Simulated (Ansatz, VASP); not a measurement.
# One calculation of SnSe, two programs

Contents of INCAR:

```
SYSTEM = SnSe
ALGO = Normal
EDIFF = 1E-6
ENCUT = 500
GGA = PE
GGA_COMPAT = .False.
ISIF = 2
ISMEAR = -1
LASPH = .True.
LCHARG = .False.
LREAL = .False.
LWAVE = .False.
NBANDS = 17
NELM = 120
PREC = Accurate
SIGMA = 0.02
```

The input KPOINTS:

```
k-points
0
Gamma
  8 8 8
  0 0 0
```

File POSCAR:

```
SnSe
1.0
   -0.0228160600      2.9792970917      2.9792970917
    2.9792970917     -0.0228160600      2.9792970917
    2.9792970917      2.9792970917     -0.0228160600
Sn Se
1 1
Direct
    0.0000000000      0.0000000000      0.0000000000
    0.5000000000      0.5000000000      0.5000000000
```

Input for Ansatz:

```yaml
crystal:
  lattice:
    - [-0.02281606, 2.9792970917, 2.9792970917]
    - [2.9792970917, -0.02281606, 2.9792970917]
    - [2.9792970917, 2.9792970917, -0.02281606]
  atoms:
    - { symbol: Sn, position: [0.0, 0.0, 0.0] }
    - { symbol: Se, position: [0.5, 0.5, 0.5] }
kpoints:
  mp_grid: { grid: [8, 8, 8] }
  band_path:
    path:
      - [0.0, 0.0, 0.0]
      - [0.5, 0.0, 0.5]
      - [0.625, 0.25, 0.625]
      - [0.375, 0.375, 0.75]
      - [0.5, 0.5, 0.5]
      - [0.5, 0.25, 0.75]
      - [0.5, 0.475, 0.525]
      - [0.052856, 0.056478, -0.489583]
      - [0.461019, 0.479248, -0.479248]
    npoints: 1
hamiltonian:
  xc: pbe
scf:
  occupations: { method: fermi_dirac, width: 0.02 }
  n_extra_bands: 4
output:
  forces: true
  stress: true
  eigenvalues: true
```

Change from the starting cell: shear_111 strain -1.1%.

Alike in both runs: task single point; functional PBE; k mesh 8 × 8 × 8; occupations fermi-dirac, width 0.02 eV; no spin polarisation.

```csv
,VASP,Ansatz
version,VASP 6.6.1,Ansatz 0.2.0
potentials or method,"VASP PAW PBE potentials, release 64 (Sn_d, Se)","plane waves, PAW"
plane-wave cutoff (eV),500,420
valence electrons in the cell,20,30
```

```tsv
	VASP	Ansatz	Ansatz less VASP
pressure (GPa)	2.0	2.0	+0.01
traceless stress, the component that is largest in VASP (GPa)	0.14	0.14	0.000
```

VASP's potentials hold 20 valence electrons a cell and Ansatz's 30, so a difference there can come from the potentials and not from the codes.
